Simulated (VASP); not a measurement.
# Ca (P6_3/mmc) in VASP: notebook

Ca is run at these levels: PBE; tasks: single point.

Program: VASP 6.6.1. These are calculated values, not measurements. Logs are shortened: lines on timing, memory, paths and dates and some standing lists are left out, and cuts for length are marked.

## (1) The cell of the first run

Symmetry: P6_3/mmc, No. 194, hexagonal system. The conventional cell has a = 2.946 Å, b = 2.946 Å, c = 9.690 Å, α = 90.00°, β = 90.00°, γ = 120.00°. Ca (site symmetry -3m) has 12 Ca at 2.95 to 2.96 Å within 3.9 Å. Within 3.9 Å of Ca (site symmetry -6m2) lie 12 Ca at 2.95 to 2.96 Å.

## (2) Single point, PBE

File INCAR:

```
SYSTEM = Ca
PREC = Accurate
ENCUT = 520
EDIFF = 1E-6
ISMEAR = -1
SIGMA = 0.1
LREAL = .False.
LASPH = .True.
NELM = 100
ALGO = Normal
ISIF = 2
LWAVE = .False.
LCHARG = .False.
GGA = PE
NBANDS = 28
```

File KPOINTS:

```
regular mesh
0
Gamma
  7 7 4
  0 0 0
```

File POSCAR:

```
Ca
1.0
    2.9455573819      0.0000000000      0.0000000000
   -1.4727786910      2.5509275210      0.0000000000
    0.0000000000      0.0000000000      9.6902201342
Ca
4
Direct
    0.0000000000      0.0000000000      0.0000000000
    0.0000000000      0.0000000000      0.5000000000
    0.3333333333      0.6666666667      0.2500000000
    0.6666666667      0.3333333333      0.7500000000
```

Potentials or basis: VASP PAW PBE potentials, release 64 (Ca_sv).

The run is started by

```sh
> cat potpaw_PBE.64/Ca_sv/POTCAR > POTCAR
> mpirun -np 1 vasp_std > vasp.out
```

OUTCAR:

```text
SYSTEM = Ca
   PREC = Accurate
   ENCUT = 520
   EDIFF = 1E-6
   ISMEAR = -1
   LREAL = .False.
   LASPH = .True.
   NELM = 100
   ISIF = 2
   GGA = PE

 ion  position               nearest neighbor table
   1  0.000  0.000  0.000-   3 2.96   4 2.96   3 2.96   4 2.96   4 2.96   3 2.96
   2  0.000  0.000  0.500-   3 2.96   4 2.96   3 2.96   4 2.96   4 2.96   3 2.96
   3  0.333  0.667  0.250-   1 2.96   2 2.96   1 2.96   2 2.96   1 2.96   2 2.96
   4  0.667  0.333  0.750-   1 2.96   2 2.96   1 2.96   2 2.96   1 2.96   2 2.96

  LATTYP: Found a hexagonal cell.
 ALAT       =     2.9455573819
 C/A-ratio  =     3.2897746938

  Lattice vectors:

 A1 = (   2.9455573819,   0.0000000000,   0.0000000000)
 A2 = (  -1.4727786910,   2.5509275210,   0.0000000000)
 A3 = (   0.0000000000,   0.0000000000,   9.6902201342)

Analysis of symmetry for initial positions (statically):
=====================================================================
 Subroutine PRICEL returns:
 Original cell was already a primitive cell.

 Routine SETGRP: Setting up the symmetry group for a
 hexagonal supercell.

 Subroutine GETGRP returns: Found 24 space group operations
 (whereof 12 operations were pure point group operations)
 out of a pool of 24 trial point group operations.

The static configuration has the point symmetry D_3d.
 The point group associated with its full space group is D_6h.

Analysis of symmetry for dynamics (positions and initial velocities):
=====================================================================
 Subroutine PRICEL returns:
 Original cell was already a primitive cell.

 Routine SETGRP: Setting up the symmetry group for a
 hexagonal supercell.

 Subroutine GETGRP returns: Found 24 space group operations
 (whereof 12 operations were pure point group operations)
 out of a pool of 24 trial point group operations.

The dynamic configuration has the point symmetry D_3d.
 The point group associated with its full space group is D_6h.

 Subroutine INISYM returns: Found 24 space group operations
 (whereof 12 operations are pure point group operations),
 and found     1 'primitive' translations

----------------------------------------------------------------------------------------

                                     Primitive cell

  volume of cell :      72.8114

  direct lattice vectors                    reciprocal lattice vectors
     2.945557382  0.000000000  0.000000000     0.339494320  0.196007137  0.000000000
[... 89 lines left out ...]
   EDIFF  = 0.1E-05   stopping-criterion for ELM
   LREAL  =      F    real-space projection
   EDIFFG = 0.1E-04   stopping-criterion for IOM
   NSW    =      0    number of steps for IOM
   IBRION =     -1    ionic relax: 0-MD 1-quasi-New 2-CG
   NFREE  =      0    steps in history (QN), initial steepest desc. (CG)
   ISIF   =      2    stress and relaxation
   ISYM   =      2    0-nonsym 1-usesym 2-fastsym
   POTIM  = 0.5000    time-step for ionic-motion
   TEBEG  =    0.0;   TEEND  =   0.0 temperature during run
   PSTRESS=    0.0 pullay stress
   NELECT =      40.0000    total number of electrons
   NUPDOWN=      -1.0000    fix difference up-down
   EMIN   =  10.00;   EMAX   =-10.00  energy-range for DOS
   EFERMI =   0.00;   METHOD = LEGACY
   ISMEAR =    -1;   SIGMA  =   0.10  broadening in eV -4-tet -1-fermi 0-gaus
   EFERMI_NEDOS =   21; number of points for ismear=-14 and -15
   IALGO  =     38    algorithm
   IMIX   =      4    mixing-type and parameters
     AMIX     =   0.40;   BMIX     =  1.00
     AMIX_MAG =   1.60;   BMIX_MAG =  1.00
  volume/ion in A,a.u.               =      18.20       122.84
  Fermi-wavevector in a.u.,A,eV,Ry     =   1.340793  2.533731 24.459547  1.797726
  Thomas-Fermi vector in A             =   2.469078
   LORBIT       =      0    0 simple, 1 ext, 2 COOP (PROOUT), +10 PAW based schemes
   GGA     = PE    functional components
   LHFCALC =     F    Hartree Fock is set to
   AEXX    =    0.0000 exact exchange contribution
   IVDW    =     0    specifies the selected vdW correction
   LEPSILON=     F    determine dielectric tensor
   LRPA    =     F    only Hartree local field effects (RPA)
 non-spin polarized calculation
  energy-cutoff  :      520.00
  volume of cell :       72.81
 maximum number of plane-waves:      2016
 NGX is ok and might be reduce to    24

 number of electron      39.9999995 magnetization

 Free energy of the ion-electron system (eV)
  ---------------------------------------------------
  ext. energy  EPLUGINS =         0.00000000
  ---------------------------------------------------
  free energy    TOTEN  =         0.78909608 eV

  energy without entropy =        0.92933636  energy(sigma->0) =        0.85921622

 E-fermi :   6.5139     XC(G=0): -10.8891

 val. band max:        6.4772130095   @ k =   0.2857   0.1429   0.0000
 cond. band min:       6.5330577896   @ k =   0.4286   0.1429   0.5000
 fundamental gap:      0.0558447801
 Fermi energy:         6.5139113813

 k-point     1 :       0.0000    0.0000    0.0000
  band No.  band energies     occupation
      1     -34.2402      2.00000
      2     -34.0583      2.00000
      3     -34.0094      2.00000
      4     -33.8175      2.00000
      5     -16.1676      2.00000
      6     -15.2806      2.00000
[... 733 lines left out ...]
     27       8.7261      0.00000
     28       8.7261      0.00000

------------------------ aborting loop because EDIFF is reached ----------------------------------------

  FORCE on cell =-STRESS in cart. coord.  units (eV):
  Direction    XX          YY          ZZ          XY          YZ          ZX
  --------------------------------------------------------------------------------------
  -------------------------------------------------------------------------------------
  Total       21.4147155     21.4147155     21.8405289     -0.0000000      0.0000000      0.0000000
  in kB      471.2199208    471.2199208    480.5897286     -0.0000000      0.0000000      0.0000000
  external PRESSURE =     474.3431901 kB  Pullay stress =       0.0000000 kB

 VOLUME and BASIS-vectors are now :
 -----------------------------------------------------------------------------
  energy-cutoff  :      520.00
  volume of cell :       72.81
      direct lattice vectors                 reciprocal lattice vectors
     2.945557382  0.000000000  0.000000000     0.339494320  0.196007137  0.000000000
    -1.472778691  2.550927521  0.000000000     0.000000000  0.392014274  0.000000000
     0.000000000  0.000000000  9.690220134     0.000000000  0.000000000  0.103196830

 POSITION                                       TOTAL-FORCE (eV/Angst)
 -----------------------------------------------------------------------------------
      0.00000      0.00000      0.00000         0.000000      0.000000     -0.000000
      0.00000      0.00000      4.84511         0.000000      0.000000     -0.000000
     -0.00000      1.70062      2.42256         0.000000     -0.000000     -0.000000
      1.47278      0.85031      7.26767        -0.000000      0.000000      0.000000
 -----------------------------------------------------------------------------------
    total drift:                               -0.000000      0.000000      0.000000

  FREE ENERGIE OF THE ION-ELECTRON SYSTEM (eV)
  ---------------------------------------------------
  free  energy   TOTEN  =         0.7890960776 eV

  energy  without entropy=        0.9293363601  energy(sigma->0) =        0.85921622
```

OSZICAR:

```text
N       E                     dE             d eps       ncg     rms          rms(c)
DAV:   1     0.440111694372E+03    0.44011E+03   -0.20708E+04  1344   0.148E+03
DAV:   2     0.271270404416E+02   -0.41298E+03   -0.40762E+03  1388   0.446E+02
DAV:   3     0.247279076418E+01   -0.24654E+02   -0.23712E+02  2248   0.841E+01
DAV:   4     0.665327950382E+00   -0.18075E+01   -0.17919E+01  1920   0.179E+01
DAV:   5     0.606869512504E+00   -0.58458E-01   -0.58376E-01  1980   0.313E+00    0.325E+00
DAV:   6     0.748377607134E+00    0.14151E+00   -0.12177E-01  2008   0.171E+00    0.159E+00
DAV:   7     0.792181603688E+00    0.43804E-01   -0.11567E-01  2040   0.181E+00    0.371E-01
DAV:   8     0.791069409892E+00   -0.11122E-02   -0.12662E-02  1892   0.100E+00    0.277E-01
DAV:   9     0.789107855890E+00   -0.19616E-02   -0.53291E-03  1904   0.407E-01    0.321E-02
DAV:  10     0.789092315863E+00   -0.15540E-04   -0.21634E-04  1960   0.799E-02    0.135E-02
DAV:  11     0.789095143386E+00    0.28275E-05   -0.22022E-05  1872   0.464E-02    0.793E-03
DAV:  12     0.789096077649E+00    0.93426E-06   -0.41268E-06  1464   0.218E-02
   1 F= 0.78909608E+00 E0= 0.85921622E+00  d E =-.140240E+00
```

stdout:

```text
POSCAR found type information on POSCAR Ca
 POSCAR found :  1 types and       4 ions
 scaLAPACK will be used
 LDA part: xc-table for (Slater+PW92), standard interpolation
 POSCAR, INCAR and KPOINTS ok, starting setup
 FFT: planning ... GRIDC
 FFT: planning ... GRID_SOFT
 FFT: planning ... GRID
 WAVECAR not read
 entering main loop
```

Run time: 25 s. Hardware: 1 thread of Intel Xeon Platinum 8488C (Sapphire Rapids), shared host; peak memory 0.2 GiB.

Results:

```yaml
Free_energy: 0.7891 eV
Pressure: 47.4 GPa
Band_gap_on_the_k_mesh: zero (band 20 reaches 6.82 eV, above the bottom of band 21 at 6.31 eV)
```

Stress tensor (GPa, compression positive):
```
47.12  0.00  0.00
 0.00 47.12  0.00
 0.00  0.00 48.06
```

## (3) Single point, PBE

File INCAR:

```
  PREC = Accurate
  ENCUT = 520
  EDIFF = 1E-6
  ISMEAR = -1
  SIGMA = 0.1
  LREAL = F
  LASPH = T
  NELM = 80
  ALGO = Normal
  ISIF = 2
  LWAVE = F
  LCHARG = T
  GGA = PE
  LELF = T
  LVHAR = T
  NBANDS = 28
```

File KPOINTS:

```
regular mesh
0
Gamma
  7 7 4
```

POSCAR is that of step 2.

Potentials or basis: VASP PAW PBE potentials, release 64 (Ca_sv).

The run is started by

```sh
> cat potpaw_PBE.64/Ca_sv/POTCAR > POTCAR
> mpirun -np 1 vasp_std > vasp.out
```

It took 26 s on 1 thread of Intel Xeon Platinum 8488C (Sapphire Rapids), shared host; peak memory 0.19 GiB.

It converged, with:

- Free energy: 0.7891 eV
- Pressure: 47.4 GPa
- Band gap on the k mesh: zero (band 20 reaches 6.82 eV, above the bottom of band 21 at 6.31 eV)

Stress tensor (GPa, compression positive):
```
47.12  0.00  0.00
 0.00 47.12  0.00
 0.00  0.00 48.06
```

Levels at points of the mesh, in eV from the Fermi level:
```tsv
k point	band 16	band 17	band 18	band 19	band 20	band 21	band 22	band 23	band 24	band 25
(0.00, 0.00, 0.00)	-20.76	-4.53	-2.58	-2.55	-1.42	1.90	1.93	2.54	3.03	3.03
(0.00, 0.00, 0.50)	-20.79	-3.93	-3.93	-1.58	-1.58	2.02	2.02	2.70	2.70	3.18
```
